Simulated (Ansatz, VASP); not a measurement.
**One calculation of Al3Cu2, two programs**

```
Al Cu
1.0
     4.09859    0.00000    0.00000
    -2.04929    3.54948    0.00000
     0.00000    0.00000    4.98210
Al Cu
3 2
Cartesian
  0.0000 0.0000 0.0000
  0.0000 2.3663 1.7512
  2.0493 1.1832 3.2309
  0.3607 2.5746 3.9198
  2.4100 1.3914 0.5091
```

Change from the starting cell: all Cu atoms moved -0.500 Å, as atom 4 towards its neighbour atom 5 (Cu) at 2.841 Å.

Alike in both runs: task single point; functional PBEsol; k mesh 12 × 12 × 10; occupations gaussian, width 0.15 eV; no spin polarisation.

|  | VASP | Ansatz |
| --- | --- | --- |
| version | VASP 6.6.1 | Ansatz 0.2.0 |
| potentials or method | VASP PAW PBE potentials, release 64 (Al, Cu), cutoff 520 eV | scalar-relativistic, plane waves, PAW |
| valence electrons in the cell | 31 | 47 |

Ansatz gave:

| Property | Result |
| --- | --- |
| gap on the k mesh at the Fermi level (eV) | none |
| pressure (GPa) | 10.2 |
| traceless stress, the component that is largest in VASP (GPa) | 4.12 |
| rms of the force components (eV/Å) | 1.486 |

What did VASP give for the same quantities?

gap on the k mesh at the Fermi level (eV): none; pressure (GPa): 10.7; traceless stress, the component that is largest in VASP (GPa): 4.17; rms of the force components (eV/Å): 1.490.

VASP's potentials were made for PBE, not for PBEsol. Atom by atom the forces differ by 0.004 eV/Å (rms over components). A gap of «none» marks a metal or a gap that the smearing closes. VASP's potentials hold 31 valence electrons a cell and Ansatz's 47, so a difference there can come from the potentials and not from the codes.
